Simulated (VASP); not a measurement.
# Mg8O9 (a cell with a defect) in VASP: notebook

Mg8O9 (a cell with a defect) is run at these levels: PBEsol; tasks: single point.

Everything below comes from runs of VASP 6.6.1. Logs are shortened: lines on timing, memory, paths and dates and some standing lists are left out, and cuts for length are marked.

### 1 The cell of the first run

The cell holds a defect, 17 atoms: a = 5.501 Å, b = 5.501 Å, c = 5.501 Å, α = 60.00°, β = 60.00°, γ = 60.00°.

### 2 Single point, PBEsol, collinear spin, zero start

The input, INCAR:

```
PREC     = Accurate       # precision mode
ENCUT    = 520            # plane-wave cutoff, eV
EDIFF    = 1E-6           # SCF threshold, eV
ISMEAR   = 0              # smearing method
SIGMA    = 0.05           # smearing width, eV
LREAL    = Auto         
LASPH    = True           # aspherical terms in the spheres
NELM     = 150            # most SCF steps
ALGO     = Normal         # electronic algorithm
ISIF     = 2              # what is computed and relaxed
LWAVE    = False          # write WAVECAR
LCHARG   = False          # write CHGCAR
ISPIN    = 2              # spin polarisation
MAGMOM   = 0 0 0 0 0 0 0 0 0 0 0 0 0 0 0 0 0 # initial moments
LORBIT   = 11             # projections on sites
GGA      = PS             # functional
NBANDS   = 53             # bands
```

The input, KPOINTS:

```
Automatic mesh
0
Gamma
  2 2 2
```

The input, POSCAR:

```
Mg8O9
1.0
    0.0000000000      3.8900000000      3.8900000000
    3.8900000000      0.0000000000      3.8900000000
    3.8900000000      3.8900000000      0.0000000000
Mg O
8 9
Direct
   -0.0640156812      0.0494192802      0.0069213368
   -0.0230582262      0.0087960154      0.4975489717
    0.0000993573      0.5096332905      0.0042320051
   -0.0034951157      0.5061123393      0.4890370180
    0.4797727506     -0.0106192802      0.0055964010
    0.4757978149     -0.0146682519      0.5286494859
    0.5366005141      0.4488257069      0.0068074550
    0.4991262211      0.4866115681      0.4976077121
    0.2477080977      0.2402638817      0.2553944730
    0.2282796915      0.2555226221      0.7574241645
    0.2382376607      0.7478451157      0.2950520566
    0.2377118252      0.7477066838      0.7012035990
    0.7382399743      0.2473145244      0.2651338046
    0.7381358612      0.2476494859      0.7396651671
    0.7304338046      0.7573230077      0.2554924165
    0.7456867609      0.7378978149      0.7575430591
    1.2416034704      0.7449510283      0.9784826478
```

Potentials or basis: VASP PAW PBE potentials, release 64 (Mg, O).

On the command line:

```
$ cat potpaw_PBE.64/Mg/POTCAR potpaw_PBE.64/O/POTCAR > POTCAR
$ mpirun -np 1 vasp_std > vasp.out
```

OUTCAR:

```text
PREC = Accurate
   ENCUT = 520
   EDIFF = 1E-6
   ISMEAR = 0
   LREAL = Auto
   LASPH = True
   NELM = 150
   ISIF = 2
   ISPIN = 2
   LORBIT = 11
   GGA = PS

 ion  position               nearest neighbor table
   1  0.936  0.049  0.007-  17 1.69  13 1.79  14 1.83  15 1.95  10 1.95   7 2.20  11 2.30  12 2.36
                             5 2.69   4 2.70   2 2.71   3 2.72   6 2.72   2 2.81   6 2.82   3 2.82
   2  0.977  0.009  0.498-  11 1.82  12 1.82  13 1.83  14 1.87  16 1.96   9 1.96   8 2.63   1 2.71
                             4 2.74   5 2.74   3 2.74   6 2.74   5 2.77   4 2.77   6 2.77   3 2.77
   3  0.000  0.510  0.004-  12 1.88   9 1.94  15 1.94  10 1.95  16 1.95  13 2.04  17 2.19   4 2.65
                             1 2.72   7 2.73   2 2.74   8 2.74   5 2.76   5 2.76   8 2.77   2 2.77
   4  0.997  0.506  0.489-  11 1.90   9 1.95  15 1.95  10 1.95  16 1.95  14 2.01  17 2.39   3 2.65
                             1 2.70   7 2.70   8 2.74   2 2.74   6 2.76   6 2.76   2 2.77   8 2.77
   5  0.480  0.989  0.006-  11 1.90  16 1.95  10 1.95  15 1.95   9 1.95  14 2.01  17 2.39   6 2.65
                             1 2.69   7 2.70   8 2.74   2 2.74   3 2.76   3 2.76   2 2.77   8 2.77
   6  0.476  0.985  0.529-  12 1.89  16 1.94  10 1.94  15 1.95   9 1.95  13 2.04  17 2.19   5 2.65
                             1 2.72   7 2.73   2 2.74   8 2.74   4 2.76   4 2.76   8 2.77   2 2.77
   7  0.537  0.449  0.007-  17 1.63  13 1.80  14 1.84   9 1.95  16 1.95   1 2.20  11 2.28  12 2.35
                             5 2.70   4 2.70   8 2.71   3 2.73   6 2.73   6 2.81   3 2.81   8 2.81
   8  0.499  0.487  0.498-  11 1.82  12 1.82  13 1.84  14 1.87  10 1.96  15 1.96   2 2.63   7 2.71
                             4 2.74   5 2.74   3 2.74   6 2.74   5 2.77   4 2.77   6 2.77   3 2.77
   9  0.248  0.240  0.255-   3 1.94   4 1.95   7 1.95   5 1.95   6 1.95   2 1.96
  10  0.228  0.256  0.757-   6 1.94   5 1.95   4 1.95   3 1.95   1 1.95   8 1.96
  11  0.238  0.748  0.295-  17 1.74   8 1.82   2 1.82   5 1.90   4 1.90   7 2.28   1 2.30
  12  0.238  0.748  0.701-  17 1.53   2 1.82   8 1.82   3 1.88   6 1.89   7 2.35   1 2.36
  13  0.738  0.247  0.265-   1 1.79   7 1.80   2 1.83   8 1.84   3 2.04   6 2.04
  14  0.738  0.248  0.740-   1 1.83   7 1.84   2 1.87   8 1.87   5 2.01   4 2.01
  15  0.730  0.757  0.255-   3 1.94   4 1.95   5 1.95   1 1.95   6 1.95   8 1.96
  16  0.746  0.738  0.758-   6 1.94   5 1.95   4 1.95   7 1.95   3 1.95   2 1.96
  17  0.242  0.745  0.978-  12 1.53   7 1.63   1 1.69  11 1.74   6 2.19   3 2.19   5 2.39   4 2.39

  LATTYP: Found a face centered cubic cell.
 ALAT       =     7.7800000000

  Lattice vectors:

 A1 = (   0.0000000000,   3.8900000000,   3.8900000000)
 A2 = (   3.8900000000,   0.0000000000,   3.8900000000)
 A3 = (   3.8900000000,   3.8900000000,   0.0000000000)

Analysis of symmetry for initial positions (statically):
=====================================================================
 Subroutine PRICEL returns:
 Original cell was already a primitive cell.

 Routine SETGRP: Setting up the symmetry group for a
 face centered cubic supercell.

 Subroutine GETGRP returns: Found  1 space group operations
 (whereof  1 operations were pure point group operations)
 out of a pool of 48 trial point group operations.

The static configuration has the point symmetry C_1 .

Analysis of symmetry for dynamics (positions and initial velocities):
=====================================================================
 Subroutine PRICEL returns:
 Original cell was already a primitive cell.

 Routine SETGRP: Setting up the symmetry group for a
 face centered cubic supercell.

 Subroutine GETGRP returns: Found  1 space group operations
 (whereof  1 operations were pure point group operations)
 out of a pool of 48 trial point group operations.

The dynamic configuration has the point symmetry C_1 .

Analysis of structural, dynamic, and magnetic symmetry:
=====================================================================
 Subroutine PRICEL returns:
 Original cell was already a primitive cell.

 Routine SETGRP: Setting up the symmetry group for a
 face centered cubic supercell.

 Subroutine GETGRP returns: Found  1 space group operations
 (whereof  1 operations were pure point group operations)
 out of a pool of 48 trial point group operations.

The overall configuration has the point symmetry C_1 .

 Subroutine INISYM returns: Found  1 space group operations
 (whereof  1 operations are pure point group operations),
[... 99 lines left out ...]
 SYSTEM =  unknown system
   PREC   = accura    normal or accurate (medium, high low for compatibility)
   ISTART =      0    job   : 0-new  1-cont  2-samecut
   ICHARG =      2    charge: 1-file 2-atom 10-const
   ISPIN  =      2    spin polarized calculation?
   LNONCOLLINEAR =      F non collinear calculations
   LSORBIT =      F    spin-orbit coupling
   LASPH  =      T    aspherical Exc in radial PAW
[... 24 lines left out ...]
  Fermi-wavevector in a.u.,A,eV,Ry     =   1.376622  2.601438 25.784224  1.895087
  Thomas-Fermi vector in A             =   2.501850
   LORBIT       =     11    0 simple, 1 ext, 2 COOP (PROOUT), +10 PAW based schemes
   GGA     = PS    functional components
   LHFCALC =     F    Hartree Fock is set to
   AEXX    =    0.0000 exact exchange contribution
   IVDW    =     0    specifies the selected vdW correction
   LEPSILON=     F    determine dielectric tensor
   LRPA    =     F    only Hartree local field effects (RPA)
 spin polarized calculation
 Gauss-broadening in eV      SIGMA  =   0.05
  energy-cutoff  :      520.00
  volume of cell :      117.73
 maximum number of plane-waves:      3218
 NGX is ok and might be reduce to    42
   NGX = 21   NGY = 21   NGZ = 21

 number of electron      69.9999999 magnetization      -0.0000000

 number of electron      69.9999999 magnetization       0.0000000

 Free energy of the ion-electron system (eV)
  ---------------------------------------------------
  ext. energy  EPLUGINS =         0.00000000
  ---------------------------------------------------
  free energy    TOTEN  =       -91.30343797 eV

  energy without entropy =      -91.30343797  energy(sigma->0) =      -91.30343797

 E-fermi :   7.3384     XC(G=0): -12.8139

 val. band max:        7.0956599333   @ k =   0.5000   0.0000   0.5000
 cond. band min:      10.7676910467   @ k =   0.5000   0.5000   0.5000
 fundamental gap:      3.6720311134
 Fermi energy:         7.3384227613

 spin component 1

 k-point     1 :       0.0000    0.0000    0.0000
  band No.  band energies     occupation
      1     -15.3667      1.00000
      2     -12.6813      1.00000
      3     -11.6696      1.00000
      4     -11.2700      1.00000
      5     -10.8336      1.00000
      6     -10.7957      1.00000
[... 389 lines left out ...]
     46      18.1193      0.00000
     47      18.3081      0.00000
 Fermi energy:         7.3384227613

 spin component 2

 k-point     1 :       0.0000    0.0000    0.0000
  band No.  band energies     occupation
      1     -15.3667      1.00000
      2     -12.6813      1.00000
      3     -11.6696      1.00000
      4     -11.2700      1.00000
      5     -10.8336      1.00000
      6     -10.7957      1.00000
[... 389 lines left out ...]
     46      18.1193      0.00000
     47      18.3081      0.00000
 [bands above 47 left out]

------------------------ aborting loop because EDIFF is reached ----------------------------------------

  FORCE on cell =-STRESS in cart. coord.  units (eV):
  Direction    XX          YY          ZZ          XY          YZ          ZX
  --------------------------------------------------------------------------------------
  -------------------------------------------------------------------------------------
  Total       79.9040344     80.5515069     53.6412336     -5.1335336      0.0107624      0.0264128
  in kB     1087.4279476   1096.2395133    730.0129089    -69.8631544      0.1464669      0.3594565
  external PRESSURE =     971.2267899 kB  Pullay stress =       0.0000000 kB

 VOLUME and BASIS-vectors are now :
 -----------------------------------------------------------------------------
  energy-cutoff  :      520.00
  volume of cell :      117.73
      direct lattice vectors                 reciprocal lattice vectors
     0.000000000  3.890000000  3.890000000    -0.128534704  0.128534704  0.128534704
     3.890000000  0.000000000  3.890000000     0.128534704 -0.128534704  0.128534704
     3.890000000  3.890000000  0.000000000     0.128534704  0.128534704 -0.128534704

 POSITION                                       TOTAL-FORCE (eV/Angst)
 -----------------------------------------------------------------------------------
      0.21917      3.66790      3.83322        -0.531171      0.964219      0.008918
      1.96968      5.73577      3.83452         0.145694      0.286730      0.001668
      1.99894      0.01685      1.98286        -0.062217     -0.095943     -0.321298
      3.87113      5.77876      5.84518        -0.003911     -0.027364      0.341854
      3.87046      1.88809      5.71501         0.000929     -0.023231     -0.343404
      5.88939      3.90730      5.68379        -0.063563     -0.098358      0.333912
[... 9 lines left out ...]
      5.81726      5.84756      5.77114         0.011259     -0.011776      0.085033
      6.70416      4.74613      3.83770         0.296391     -2.835149     -0.018428
 -----------------------------------------------------------------------------------
    total drift:                               -0.009688      0.004846     -0.006312

  FREE ENERGIE OF THE ION-ELECTRON SYSTEM (eV)
  ---------------------------------------------------
  free  energy   TOTEN  =       -91.3034379680 eV

  energy  without entropy=      -91.3034379680  energy(sigma->0) =      -91.30343797

 total charge

# of ion       s       p       d       tot
------------------------------------------
    1        0.239   0.354   0.203   0.796
    2        0.215   0.330   0.185   0.731
    3        0.189   0.273   0.146   0.609
    4        0.192   0.275   0.145   0.612
    5        0.192   0.275   0.145   0.612
    6        0.189   0.273   0.146   0.608
[... 9 lines left out ...]
   16        1.547   3.699   0.000   5.246
   17        1.667   3.525   0.000   5.193
--------------------------------------------------
tot         15.795  35.640   1.372  52.806

 magnetization (x)

# of ion       s       p       d       tot
------------------------------------------
    1        0.000   0.000   0.000   0.000
    2        0.000   0.000  -0.000   0.000
    3       -0.000  -0.000  -0.000  -0.000
    4        0.000   0.000   0.000   0.000
    5       -0.000  -0.000  -0.000  -0.000
    6       -0.000  -0.000   0.000  -0.000
[... 9 lines left out ...]
   16        0.000  -0.000   0.000   0.000
   17        0.000  -0.000   0.000  -0.000
--------------------------------------------------
tot          0.000  -0.000  -0.000  -0.000
```

It took 2.5 min on 1 thread of Intel Xeon 6975P-C (Granite Rapids), shared host; peak memory 0.34 GiB.

What came out:

- Free energy: -91.3034 eV
- Pressure: 97.1 GPa
- Largest force: 2.851 eV/Å
- Band gap on the k mesh: 3.67 eV
- Net moment: 0.00 μB per cell
- Valence electrons inside the program's atomic spheres: Mg 0.80, 0.73, 0.61, 0.83; O 5.25, 5.26, 5.23, 5.32, 5.29, 5.19

Forces in eV/Å, atoms in the order of the input:
```
Mg  -0.531  0.964  0.009
Mg   0.146  0.287  0.002
Mg  -0.062 -0.096 -0.321
Mg  -0.004 -0.027  0.342
Mg   0.001 -0.023 -0.343
Mg  -0.064 -0.098  0.334
Mg  -0.449  1.284  0.004
Mg   0.256  0.158  0.001
O    0.005 -0.011 -0.089
O   -0.064  0.055 -0.023
O   -0.022  0.023 -0.009
O    0.002  0.095  0.008
O    0.363  0.135  0.002
O    0.181  0.051 -0.003
O   -0.065  0.050  0.019
O    0.011 -0.012  0.085
O    0.296 -2.835 -0.018
```

Levels at points of the mesh, in eV from the valence-band top:
Spin up:
```tsv
k point	band 33	band 34	band 35	band 36	band 37	band 38
(0.00, 0.00, 0.00)	-1.82	-1.47	-1.47	5.54	5.83	7.05
(0.50, 0.00, 0.00)	-2.10	-1.81	-0.50	5.55	7.58	8.32
(0.00, 0.50, 0.00)	-2.10	-1.81	-0.50	5.55	7.58	8.32
(0.00, 0.00, 0.50)	-1.41	-1.05	-0.02	3.67	7.69	7.81
(0.50, 0.50, 0.50)	-1.40	-1.04	-0.02	3.67	7.69	7.81
(0.50, 0.50, 0.00)	-2.21	-0.87	-0.20	5.54	9.12	9.17
(0.00, 0.50, 0.50)	-1.63	-0.86	0.00	3.69	8.99	9.23
(0.50, 0.00, 0.50)	-1.62	-0.84	0.00	3.68	8.99	9.23
```
Spin down:
| k point | band 31 | band 32 | band 33 | band 34 | band 35 | band 36 | band 37 | band 38 | band 39 | band 40 |
| --- | --- | --- | --- | --- | --- | --- | --- | --- | --- | --- |
| (0.00, 0.00, 0.00) | -2.22 | -2.08 | -1.82 | -1.47 | -1.47 | 5.54 | 5.83 | 7.05 | 7.17 | 7.54 |
| (0.50, 0.00, 0.00) | -2.23 | -2.10 | -2.10 | -1.81 | -0.50 | 5.55 | 7.58 | 8.32 | 8.87 | 8.91 |
| (0.00, 0.50, 0.00) | -2.23 | -2.10 | -2.10 | -1.81 | -0.50 | 5.55 | 7.58 | 8.32 | 8.87 | 8.91 |
| (0.00, 0.00, 0.50) | -2.05 | -1.86 | -1.41 | -1.05 | -0.02 | 3.67 | 7.69 | 7.81 | 8.79 | 9.04 |
| (0.50, 0.50, 0.50) | -2.05 | -1.85 | -1.40 | -1.04 | -0.02 | 3.67 | 7.69 | 7.81 | 8.79 | 9.04 |
| (0.50, 0.50, 0.00) | -2.22 | -2.21 | -2.21 | -0.87 | -0.20 | 5.54 | 9.12 | 9.17 | 9.28 | 9.88 |
| (0.00, 0.50, 0.50) | -2.45 | -2.07 | -1.63 | -0.86 | 0.00 | 3.69 | 8.99 | 9.23 | 9.32 | 9.84 |
| (0.50, 0.00, 0.50) | -2.46 | -2.06 | -1.62 | -0.84 | 0.00 | 3.68 | 8.99 | 9.23 | 9.32 | 9.84 |

Caveat: the k points lie up to 0.70 Å⁻¹ apart; the PAW data sets were made with another functional, which shifts forces and pressure a little.

### 3 Single point, PBEsol, collinear spin, zero start

The input, INCAR:

```
ALGO = Normal
EDIFF = 1E-6
ENCUT = 520
GGA = PS
ISIF = 2
ISMEAR = 0
ISPIN = 2
LASPH = True
LCHARG = False
LORBIT = 11
LREAL = Auto
LWAVE = False
MAGMOM = 0 0 0 0 0 0 0 0 0 0 0 0 0 0 0 0 0
NBANDS = 53
NELM = 150
PREC = Accurate
SIGMA = 0.05
```

The input, KPOINTS:

```
k-points
0
Gamma
  2 2 2
```

The input, POSCAR:

```
Mg8O9
1.0
    0.0000000000      3.8900000000      3.8900000000
    3.8900000000      0.0000000000      3.8900000000
    3.8900000000      3.8900000000      0.0000000000
Mg O
8 9
Direct
   -0.0256632391      0.0113141388     -0.0258182519
   -0.0457322622      0.0313836761      0.5042217224
   -0.0028330334      0.5020206941     -0.0302443445
    0.0010397172      0.5058803342      0.4776751928
    0.4796771208     -0.0154838046     -0.0009614396
    0.4836922879     -0.0114539846      0.4832349614
    0.5064411311      0.4792082262     -0.0258097686
    0.5265132391      0.4591376607      0.5042055270
    0.2341827763      0.2498529563      0.2331958869
    0.2466088689      0.2406147815      0.7316289203
    0.2403978149      0.7451780206      0.3903790488
    0.2404381748      0.7452859897      0.7539715938
    0.7404102828      0.2452663239      0.2316403599
    0.7403880463      0.2452080977      0.7470325193
    0.7450026992      0.7390332905      0.2332006427
    0.7357643959      0.7514587404      0.7316242931
    1.2403316195      0.7451596401      1.1454912596
```

Potentials or basis: VASP PAW PBE potentials, release 64 (Mg, O).

On the command line:

```
$ cat potpaw_PBE.64/Mg/POTCAR potpaw_PBE.64/O/POTCAR > POTCAR
$ mpirun -np 1 vasp_std > vasp.out
```

Wall time 2.7 min (1 thread of Intel Xeon 6975P-C (Granite Rapids), shared host); peak memory 0.33 GiB.

Results (log left out):

```yaml
Free_energy: -92.2166 eV
Pressure: 96.1 GPa
Largest_force: 0.865 eV/Å
Band_gap_on_the_k_mesh: 5.81 eV
Net_moment: 0.00 μB per cell
Valence_electrons_inside_the_program's_atomic_spheres: Mg 0.75, 0.77, 0.62, 0.60; O 5.25, 5.30, 5.26, 5.35
```

Forces on the atoms (eV/Å):
```
Mg   0.108 -0.139  0.000
Mg  -0.009  0.216 -0.002
Mg   0.187  0.186 -0.079
Mg   0.030  0.031  0.067
Mg   0.030  0.030 -0.065
Mg   0.186  0.185  0.077
Mg  -0.154  0.108 -0.001
Mg   0.214  0.006 -0.001
O    0.034  0.175  0.027
O    0.173  0.035 -0.029
O   -0.229 -0.249  0.002
O   -0.247 -0.250 -0.002
O    0.139  0.137 -0.001
O   -0.059 -0.066  0.002
O    0.173  0.037  0.030
O    0.034  0.174 -0.028
O   -0.609 -0.615  0.004
```

Stress tensor (GPa, compression positive):
```
107.40   0.18   0.01
  0.18 107.41   0.00
  0.01   0.00  73.62
```

Levels at points of the mesh, in eV from the valence-band top:
Spin up:
| k point | band 32 | band 33 | band 34 | band 35 | band 36 | band 37 | band 38 | band 39 |
| --- | --- | --- | --- | --- | --- | --- | --- | --- |
| (0.00, 0.00, 0.00) | -1.90 | -1.58 | -1.50 | -1.41 | 5.81 | 7.06 | 7.18 | 7.43 |
| (0.50, 0.00, 0.00) | -1.93 | -1.90 | -1.75 | -0.29 | 7.48 | 7.61 | 8.27 | 8.93 |
| (0.00, 0.50, 0.00) | -1.93 | -1.90 | -1.75 | -0.29 | 7.48 | 7.61 | 8.27 | 8.93 |
| (0.00, 0.00, 0.50) | -1.90 | -1.23 | -0.88 | -0.68 | 6.03 | 7.75 | 7.81 | 8.84 |
| (0.50, 0.50, 0.50) | -1.90 | -1.23 | -0.88 | -0.68 | 6.03 | 7.75 | 7.81 | 8.84 |
| (0.50, 0.50, 0.00) | -2.23 | -2.21 | -0.69 | 0.00 | 7.48 | 9.02 | 9.19 | 9.43 |
| (0.00, 0.50, 0.50) | -1.98 | -1.30 | -0.72 | -0.69 | 6.06 | 9.08 | 9.24 | 9.52 |
| (0.50, 0.00, 0.50) | -1.98 | -1.30 | -0.72 | -0.69 | 6.06 | 9.08 | 9.24 | 9.52 |
Spin down:
```csv
k point,band 33,band 34,band 35,band 36,band 37,band 38
"(0.00, 0.00, 0.00)",-1.58,-1.50,-1.41,5.81,7.06,7.18
"(0.50, 0.00, 0.00)",-1.90,-1.75,-0.29,7.48,7.61,8.27
"(0.00, 0.50, 0.00)",-1.90,-1.75,-0.29,7.48,7.61,8.27
"(0.00, 0.00, 0.50)",-1.23,-0.88,-0.68,6.03,7.75,7.81
"(0.50, 0.50, 0.50)",-1.23,-0.88,-0.68,6.03,7.75,7.81
"(0.50, 0.50, 0.00)",-2.21,-0.69,0.00,7.48,9.02,9.19
"(0.00, 0.50, 0.50)",-1.30,-0.72,-0.69,6.06,9.08,9.24
"(0.50, 0.00, 0.50)",-1.30,-0.72,-0.69,6.06,9.08,9.24
```

Caveat: the k points lie up to 0.70 Å⁻¹ apart; the PAW data sets were made with another functional, which shifts forces and pressure a little.
